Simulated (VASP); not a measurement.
# KF (I4/mmm) in VASP: further runs

The runs below take KF through single point, with r2SCAN.

Program: VASP 6.6.1. These are calculated values, not measurements. Logs are shortened: lines on timing, memory, paths and dates and some standing lists are left out, and cuts for length are marked.

## Step 1: The cell of the first run

It takes space group I4/mmm (No. 139, tetragonal). The conventional cell has a = 3.781 Å, b = 3.781 Å, c = 5.481 Å, α = 90.00°, β = 90.00°, γ = 90.00°. Within 3.5 Å of K (site symmetry 4/mmm) lie 6 F at 2.67 to 2.74 Å. F (site symmetry 4/mmm) has 6 K at 2.67 to 2.74 Å within 3.5 Å.

## Step 2: Single point, r2SCAN (strain +0.000 along x and y, +0.025 along z)

Contents of POSCAR:

```
KF
1.0
    0.0000000000      2.6735000000      2.7403375000
    2.6735000000      0.0000000000      2.7403375000
    2.6735000000      2.6735000000      0.0000000000
K F
1 1
Direct
    0.0000000000      0.0000000000      0.0000000000
    0.5000000000      0.5000000000      0.5000000000
```

Contents of INCAR.step1:

```
SYSTEM = KF
PREC = Accurate
ENCUT = 520
ISMEAR = 0
SIGMA = 0.05
LREAL = .FALSE.
LASPH = .TRUE.
NELM = 60
NBANDS = 15
GGA = PE
ALGO = Normal
EDIFF = 1E-4
LWAVE = .TRUE.
LCHARG = .FALSE.
```

Contents of INCAR.step2:

```
SYSTEM = KF
PREC = Accurate
ENCUT = 520
EDIFF = 1E-7
ISMEAR = 0
SIGMA = 0.05
LREAL = .FALSE.
LASPH = .TRUE.
NELM = 60
ALGO = Normal
ISIF = 2
LWAVE = .FALSE.
LCHARG = .FALSE.
METAGGA = R2SCAN
LMIXTAU = .TRUE.
NBANDS = 15
ISTART = 1
```

Contents of KPOINTS:

```
regular mesh
0
G
  8 8 8
  0 0 0
```

Potentials or basis: VASP PAW PBE potentials, release 64 (K_sv, F).

The run is started by

```sh
$ cat potpaw_PBE.64/K_sv/POTCAR potpaw_PBE.64/F/POTCAR > POTCAR
$ cp INCAR.step1 INCAR
$ mpirun -np 1 vasp_std > vasp.out
$ cp INCAR.step2 INCAR
$ mpirun -np 1 vasp_std > vasp.out
```

OUTCAR:

```text
SYSTEM = KF
   PREC = Accurate
   ENCUT = 520
   EDIFF = 1E-7
   ISMEAR = 0
   LREAL = .FALSE.
   LASPH = .TRUE.
   NELM = 60
   ISIF = 2
   METAGGA = R2SCAN
   ISTART = 1

 ion  position               nearest neighbor table
   1  0.000  0.000  0.000-   2 2.67   2 2.67   2 2.67   2 2.67   2 2.74   2 2.74
   2  0.500  0.500  0.500-   1 2.67   1 2.67   1 2.67   1 2.67   1 2.74   1 2.74

  LATTYP: Found a body centered tetragonal cell.
 ALAT       =     3.7808999590
 C/A-ratio  =     1.4495689014

  Lattice vectors:

 A1 = (  -2.6735000000,   0.0000000000,   2.7403375000)
 A2 = (   2.6735000000,   0.0000000000,   2.7403375000)
 A3 = (   0.0000000000,   2.6735000000,  -2.7403375000)

Analysis of symmetry for initial positions (statically):
=====================================================================
 Subroutine PRICEL returns:
 Original cell was already a primitive cell.

 Routine SETGRP: Setting up the symmetry group for a
 body centered tetragonal supercell.

 Subroutine GETGRP returns: Found 16 space group operations
 (whereof 16 operations were pure point group operations)
 out of a pool of 16 trial point group operations.

The static configuration has the point symmetry D_4h.

Analysis of symmetry for dynamics (positions and initial velocities):
=====================================================================
 Subroutine PRICEL returns:
 Original cell was already a primitive cell.

 Routine SETGRP: Setting up the symmetry group for a
 body centered tetragonal supercell.

 Subroutine GETGRP returns: Found 16 space group operations
 (whereof 16 operations were pure point group operations)
 out of a pool of 16 trial point group operations.

The dynamic configuration has the point symmetry D_4h.

 Subroutine INISYM returns: Found 16 space group operations
 (whereof 16 operations are pure point group operations),
 and found     1 'primitive' translations

----------------------------------------------------------------------------------------

                                     Primitive cell

  volume of cell :      39.1737

  direct lattice vectors                    reciprocal lattice vectors
     0.000000000  2.673500000  2.740337500    -0.187020759  0.187020759  0.182459277
     2.673500000  0.000000000  2.740337500     0.187020759 -0.187020759  0.182459277
     2.673500000  2.673500000  0.000000000     0.187020759  0.187020759 -0.182459277

  length of vectors
[... 86 lines left out ...]
   IBRION =     -1    ionic relax: 0-MD 1-quasi-New 2-CG
   NFREE  =      0    steps in history (QN), initial steepest desc. (CG)
   ISIF   =      2    stress and relaxation
   ISYM   =      2    0-nonsym 1-usesym 2-fastsym
   POTIM  = 0.5000    time-step for ionic-motion
   TEBEG  =    0.0;   TEEND  =   0.0 temperature during run
   PSTRESS=    0.0 pullay stress
   NELECT =      16.0000    total number of electrons
   NUPDOWN=      -1.0000    fix difference up-down
   EMIN   =  10.00;   EMAX   =-10.00  energy-range for DOS
   EFERMI =   0.00;   METHOD = LEGACY
   ISMEAR =     0;   SIGMA  =   0.05  broadening in eV -4-tet -1-fermi 0-gaus
   EFERMI_NEDOS =   21; number of points for ismear=-14 and -15
   IALGO  =     38    algorithm
   IMIX   =      4    mixing-type and parameters
     AMIX     =   0.40;   BMIX     =  1.00
     AMIX_MAG =   1.60;   BMIX_MAG =  1.00
  volume/ion in A,a.u.               =      19.59       132.18
  Fermi-wavevector in a.u.,A,eV,Ry     =   1.214647  2.295350 20.073585  1.475367
  Thomas-Fermi vector in A             =   2.350060
   LORBIT       =      0    0 simple, 1 ext, 2 COOP (PROOUT), +10 PAW based schemes
   METAGGA = R2SCAN    functional components
   LHFCALC =     F    Hartree Fock is set to
   AEXX    =    0.0000 exact exchange contribution
   IVDW    =     0    specifies the selected vdW correction
   LEPSILON=     F    determine dielectric tensor
   LRPA    =     F    only Hartree local field effects (RPA)
 non-spin polarized calculation
 Gauss-broadening in eV      SIGMA  =   0.05
  energy-cutoff  :      520.00
  volume of cell :       39.17
 maximum number of plane-waves:      1074
   NGX = 15   NGY = 15   NGZ = 13

 number of electron      15.9999991 magnetization

 Free energy of the ion-electron system (eV)
  ---------------------------------------------------
  ext. energy  EPLUGINS =         0.00000000
  ---------------------------------------------------
  free energy    TOTEN  =       -14.96556152 eV

  energy without entropy =      -14.96556152  energy(sigma->0) =      -14.96556152

 E-fermi :  -3.1775     XC(G=0):  -8.7648

 val. band max:       -3.4045867670   @ k =   0.0000   0.0000   0.0000
 cond. band min:       3.2711737522   @ k =   0.0000   0.0000   0.0000
 fundamental gap:      6.6757605191
 Fermi energy:        -3.1774860944

 k-point     1 :       0.0000    0.0000    0.0000
  band No.  band energies     occupation
      1     -30.6140      2.00000
      2     -23.1928      2.00000
      3     -13.1265      2.00000
      4     -13.1141      2.00000
      5     -13.1141      2.00000
      6      -3.4367      2.00000
      7      -3.4046      2.00000
      8      -3.4046      2.00000
      9       3.2712      0.00000
     10       7.8737      0.00000
     11       8.0144      0.00000
     12       8.0144      0.00000
     13       9.6705      0.00000
     14       9.9139      0.00000
[... 401 lines left out ...]
      2     -23.2455      2.00000
      3     -13.3243      2.00000
      4     -13.1913      2.00000
      5     -13.1679      2.00000
      6      -3.9697      2.00000
      7      -3.6547      2.00000
      8      -3.6008      2.00000
      9       5.7249      0.00000
     10       6.8430      0.00000
     11       9.1862      0.00000
     12       9.3617      0.00000
     13      10.8078      0.00000
     14      10.9914      0.00000
     15      14.8584      0.00000

 [... further k-points ...]
[... 5 lines left out ...]
  --------------------------------------------------------------------------------------
  -------------------------------------------------------------------------------------
  Total       -0.2229982     -0.2229982     -0.5154590      0.0000000     -0.0000000      0.0000000
  in kB       -9.1204780     -9.1204780    -21.0819269      0.0000000     -0.0000000      0.0000000
  external PRESSURE =     -13.1076276 kB  Pullay stress =       0.0000000 kB

 VOLUME and BASIS-vectors are now :
 -----------------------------------------------------------------------------
  energy-cutoff  :      520.00
  volume of cell :       39.17
      direct lattice vectors                 reciprocal lattice vectors
     0.000000000  2.673500000  2.740337500    -0.187020759  0.187020759  0.182459277
     2.673500000  0.000000000  2.740337500     0.187020759 -0.187020759  0.182459277
     2.673500000  2.673500000  0.000000000     0.187020759  0.187020759 -0.182459277

 POSITION                                       TOTAL-FORCE (eV/Angst)
 -----------------------------------------------------------------------------------
      0.00000      0.00000      0.00000         0.000000      0.000000      0.000000
      2.67350      2.67350      2.74034        -0.000000     -0.000000      0.000000
 -----------------------------------------------------------------------------------
    total drift:                                0.000000      0.000000      0.000000

  FREE ENERGIE OF THE ION-ELECTRON SYSTEM (eV)
  ---------------------------------------------------
  free  energy   TOTEN  =       -14.9655615180 eV

  energy  without entropy=      -14.9655615180  energy(sigma->0) =      -14.96556152
```

OSZICAR.step1:

```text
N       E                     dE             d eps       ncg     rms          rms(c)
DAV:   1     0.110744071791E+03    0.11074E+03   -0.81369E+03  1770   0.102E+03
DAV:   2    -0.484555204596E+01   -0.11559E+03   -0.10690E+03  2317   0.283E+02
DAV:   3    -0.943553986564E+01   -0.45900E+01   -0.45711E+01  2283   0.501E+01
DAV:   4    -0.956553277724E+01   -0.12999E+00   -0.12997E+00  2415   0.805E+00
DAV:   5    -0.956761187182E+01   -0.20791E-02   -0.20791E-02  2344   0.883E-01    0.630E+00
DAV:   6    -0.832761619106E+01    0.12400E+01   -0.35559E+00  1868   0.145E+01    0.389E+00
DAV:   7    -0.829738478622E+01    0.30231E-01   -0.66710E-02  2211   0.223E+00    0.218E+00
DAV:   8    -0.829263909113E+01    0.47457E-02   -0.52673E-02  1966   0.225E+00    0.196E-01
DAV:   9    -0.829425602564E+01   -0.16169E-02   -0.38219E-03  2155   0.512E-01    0.123E-01
DAV:  10    -0.829484980480E+01   -0.59378E-03   -0.48164E-04  1889   0.187E-01    0.632E-02
DAV:  11    -0.829498187148E+01   -0.13207E-03   -0.13023E-04  1822   0.947E-02    0.192E-02
DAV:  12    -0.829498102489E+01    0.84660E-06   -0.10893E-05  1424   0.344E-02
   1 F= -.82949810E+01 E0= -.82949810E+01  d E =-.870362E-11
```

Run time: 2.1 min. Hardware: 1 thread of Intel Xeon Platinum 8259CL at 2.50GHz (Skylake/Cascade Lake), shared host; peak memory 0.18 GiB.

Results:

```yaml
Free_energy: -14.9656 eV
Pressure: -1.3 GPa
Band_gap_on_the_k_mesh: 6.68 eV, direct
```

Levels at points of the mesh, in eV from the valence-band top:
```csv
k point,band 6,band 7,band 8,band 9,band 10,band 11
"(0.00, 0.00, 0.00)",-0.03,0.00,0.00,6.68,11.28,11.42
"(0.50, 0.00, 0.00)",-0.75,-0.33,-0.32,9.55,11.03,12.72
"(0.50, 0.50, 0.00)",-0.26,-0.05,-0.05,8.80,11.06,12.04
"(0.50, 0.00, 0.50)",-0.21,-0.09,-0.06,8.70,11.07,12.27
```

Caveat: the cell differs from its parent crystal (strain +0.000 along x and y, +0.025 along z); the PAW data sets were made with another functional, which shifts forces and pressure a little.

## Step 3: Single point, r2SCAN (strain +0.000 along x and y, +0.050 along z)

Contents of POSCAR:

```
KF
1.0
    0.0000000000      2.6735000000      2.8071750000
    2.6735000000      0.0000000000      2.8071750000
    2.6735000000      2.6735000000      0.0000000000
K F
1 1
Direct
    0.0000000000      0.0000000000      0.0000000000
    0.5000000000      0.5000000000      0.5000000000
```

INCAR.step1, as its differences from that of step 2:

```diff
@@ -7,3 +7,3 @@
 LASPH = .TRUE.
-NELM = 60
+NELM = 80
 NBANDS = 15
```

INCAR.step2, as its differences from that of step 2:

```diff
@@ -8,3 +8,3 @@
 LASPH = .TRUE.
-NELM = 60
+NELM = 80
 ALGO = Normal
```

Contents of KPOINTS:

```
Automatic mesh
0
G
  8 8 8
  0 0 0
```

Potentials or basis: VASP PAW PBE potentials, release 64 (K_sv, F).

The run is started by

```sh
$ cat potpaw_PBE.64/K_sv/POTCAR potpaw_PBE.64/F/POTCAR > POTCAR
$ cp INCAR.step1 INCAR
$ mpirun -np 1 vasp_std > vasp.out
$ cp INCAR.step2 INCAR
$ mpirun -np 1 vasp_std > vasp.out
```

Wall time 2.9 min (1 thread of Intel Xeon Platinum 8259CL at 2.50GHz (Skylake/Cascade Lake), shared host); peak memory 0.18 GiB.

Results (log left out):

* Free energy: -14.9510 eV
* Pressure: -1.8 GPa
* Band gap on the k mesh: 6.54 eV, direct

Stress tensor (GPa, compression positive):
```
-1.19  0.00  0.00
 0.00 -1.19  0.00
 0.00  0.00 -3.13
```

Levels at points of the mesh, in eV from the valence-band top:
| k point | band 5 | band 6 | band 7 | band 8 | band 9 | band 10 | band 11 | band 12 |
| --- | --- | --- | --- | --- | --- | --- | --- | --- |
| (0.00, 0.00, 0.00) | -9.79 | -0.05 | 0.00 | 0.00 | 6.54 | 11.12 | 11.40 | 11.40 |
| (0.50, 0.00, 0.00) | -9.80 | -0.73 | -0.32 | -0.32 | 9.44 | 10.84 | 12.54 | 12.83 |
| (0.50, 0.50, 0.00) | -9.94 | -0.31 | -0.05 | -0.05 | 8.83 | 10.92 | 11.70 | 14.38 |
| (0.50, 0.00, 0.50) | -9.98 | -0.21 | -0.12 | -0.06 | 8.65 | 10.93 | 12.14 | 14.32 |

Caveat: the cell differs from its parent crystal (strain +0.000 along x and y, +0.050 along z); the PAW data sets were made with another functional, which shifts forces and pressure a little. A k mesh can miss the band edges.

## Step 4: Single point, r2SCAN (strain +0.025 along x and y, +0.000 along z)

Contents of POSCAR:

```
KF
1.0
    0.0000000000      2.7403375000      2.6735000000
    2.7403375000      0.0000000000      2.6735000000
    2.7403375000      2.7403375000      0.0000000000
K F
1 1
Direct
    0.0000000000      0.0000000000      0.0000000000
    0.5000000000      0.5000000000      0.5000000000
```

Contents of INCAR.step1:

```
SYSTEM = KF
PREC     = Accurate       ! precision mode
ENCUT    = 520            ! plane-wave cutoff, eV
ISMEAR   = 0              ! smearing method
SIGMA    = 0.05           ! smearing width, eV
LREAL    = .False.        ! projectors in reciprocal space
LASPH    = .True.         ! aspherical terms in the spheres
NELM     = 80             ! most SCF steps
NBANDS   = 15             ! bands
GGA      = PE             ! functional
ALGO     = Normal         ! electronic algorithm
EDIFF    = 1E-4           ! SCF threshold, eV
LWAVE    = .True.         ! write WAVECAR
LCHARG   = .False.        ! write CHGCAR
```

Contents of INCAR.step2:

```
SYSTEM = KF
PREC     = Accurate       ! precision mode
ENCUT    = 520            ! plane-wave cutoff, eV
EDIFF    = 1E-6           ! SCF threshold, eV
ISMEAR   = 0              ! smearing method
SIGMA    = 0.05           ! smearing width, eV
LREAL    = .False.        ! projectors in reciprocal space
LASPH    = .True.         ! aspherical terms in the spheres
NELM     = 80             ! most SCF steps
ALGO     = Normal         ! electronic algorithm
ISIF     = 2              ! what is computed and relaxed
LWAVE    = .False.        ! write WAVECAR
LCHARG   = .False.        ! write CHGCAR
METAGGA  = R2SCAN         ! meta-GGA
LMIXTAU  = .True.       
NBANDS   = 15             ! bands
ISTART   = 1
```

Contents of KPOINTS:

```
regular mesh
0
Gamma
  8 8 8
  0 0 0
```

The run is started by

```sh
$ cat potpaw_PBE.64/K_sv/POTCAR potpaw_PBE.64/F/POTCAR > POTCAR
$ cp INCAR.step1 INCAR
$ mpirun -np 1 vasp_std > vasp.out
$ cp INCAR.step2 INCAR
$ mpirun -np 1 vasp_std > vasp.out
```

It took 1.9 min on 1 thread of Intel Xeon Platinum 8259CL at 2.50GHz (Skylake/Cascade Lake), shared host; peak memory 0.19 GiB.

The run converged. Its results:

```yaml
Free_energy: -14.9566 eV
Pressure: -2.0 GPa
Band_gap_on_the_k_mesh: 6.54 eV, direct
```

Stress tensor (GPa, compression positive):
```
-2.35  0.00  0.00
 0.00 -2.35  0.00
 0.00  0.00 -1.22
```

Levels at points of the mesh, in eV from the valence-band top:
```tsv
k point	band 5	band 6	band 7	band 8	band 9	band 10	band 11	band 12
(0.00, 0.00, 0.00)	-9.81	-0.03	-0.03	0.00	6.54	11.25	11.25	11.38
(0.50, 0.00, 0.00)	-9.83	-0.73	-0.32	-0.32	9.44	10.84	12.59	12.74
(0.50, 0.50, 0.00)	-10.01	-0.21	-0.10	-0.10	8.63	10.93	12.14	14.32
(0.50, 0.00, 0.50)	-9.97	-0.27	-0.09	-0.06	8.73	10.91	11.91	14.34
```

Caveat: the cell differs from its parent crystal (strain +0.025 along x and y, +0.000 along z); the PAW data sets were made with another functional, which shifts forces and pressure a little.

## Step 5: Single point, r2SCAN (strain +0.025 along x and y, +0.050 along z)

Contents of POSCAR:

```
KF
1.0
    0.0000000000      2.7403375000      2.8071750000
    2.7403375000      0.0000000000      2.8071750000
    2.7403375000      2.7403375000      0.0000000000
K F
1 1
Direct
    0.0000000000      0.0000000000      0.0000000000
    0.5000000000      0.5000000000      0.5000000000
```

INCAR.step1 is that of step 4.

INCAR.step2, as its differences from that of step 4:

```diff
@@ -3,3 +3,3 @@
 ENCUT    = 520            ! plane-wave cutoff, eV
-EDIFF    = 1E-6           ! SCF threshold, eV
+EDIFF    = 1E-7           ! SCF threshold, eV
 ISMEAR   = 0              ! smearing method
@@ -12,5 +12,7 @@
 LWAVE    = .False.        ! write WAVECAR
-LCHARG   = .False.        ! write CHGCAR
+LCHARG   = .True.         ! write CHGCAR
 METAGGA  = R2SCAN         ! meta-GGA
 LMIXTAU  = .True.       
+LELF     = .True.         ! ELF
+LVHAR    = .True.       
 NBANDS   = 15             ! bands
```

Contents of KPOINTS:

```
Automatic mesh
0
Gamma
  8 8 8
  0 0 0
```

The run is started by

```sh
$ cat potpaw_PBE.64/K_sv/POTCAR potpaw_PBE.64/F/POTCAR > POTCAR
$ cp INCAR.step1 INCAR
$ mpirun -np 1 vasp_std > vasp.out
$ cp INCAR.step2 INCAR
$ mpirun -np 1 vasp_std > vasp.out
```

It took 2.9 min on 1 thread of Intel Xeon Platinum 8259CL at 2.50GHz (Skylake/Cascade Lake), shared host; peak memory 0.19 GiB.

Results (log left out):

```
Free energy            : -14.9273 eV
Pressure               : -3.1 GPa
Band gap on the k mesh : 6.32 eV, direct
```

Stress tensor (GPa, compression positive):
```
-2.85  0.00  0.00
 0.00 -2.85  0.00
 0.00  0.00 -3.56
```

Levels at points of the mesh, in eV from the valence-band top:
| k point | band 6 | band 7 | band 8 | band 9 | band 10 | band 11 |
| --- | --- | --- | --- | --- | --- | --- |
| (0.00, 0.00, 0.00) | -0.02 | 0.00 | 0.00 | 6.32 | 11.08 | 11.21 |
| (0.50, 0.00, 0.00) | -0.67 | -0.27 | -0.27 | 9.25 | 10.50 | 12.38 |
| (0.50, 0.50, 0.00) | -0.28 | -0.06 | -0.06 | 8.72 | 10.65 | 11.47 |
| (0.50, 0.00, 0.50) | -0.23 | -0.09 | -0.07 | 8.63 | 10.67 | 11.69 |

Caveat: the cell differs from its parent crystal (strain +0.025 along x and y, +0.050 along z); the PAW data sets were made with another functional, which shifts forces and pressure a little. A k mesh can miss the band edges.

## Step 6: The runs side by side

```tsv
cell	gap on the mesh (eV)	pressure (GPa)
a = 3.828, b = 3.828, c = 3.781 Å, angles 60.4, 60.4, 59.2°, 2 atoms	6.68	-1.3
a = 3.877, b = 3.877, c = 3.781 Å, angles 60.8, 60.8, 58.4°, 2 atoms	6.54	-1.8
a = 3.828, b = 3.828, c = 3.875 Å, angles 59.6, 59.6, 60.8°, 2 atoms	6.54	-2.0
a = 3.923, b = 3.923, c = 3.875 Å, angles 60.4, 60.4, 59.2°, 2 atoms	6.32	-3.1
```

Alike in all rows: task single point; level r2SCAN; potentials or basis VASP PAW PBE potentials, release 64 (K_sv, F); no spin polarisation; k mesh 8 × 8 × 8; cutoff (eV) 520; smearing gaussian 0.05 eV.

Caveats: the PAW data sets were made with another functional, which shifts forces and pressure a little.

Total energies depend on the potentials used, so only differences within one code and one set of settings carry meaning.
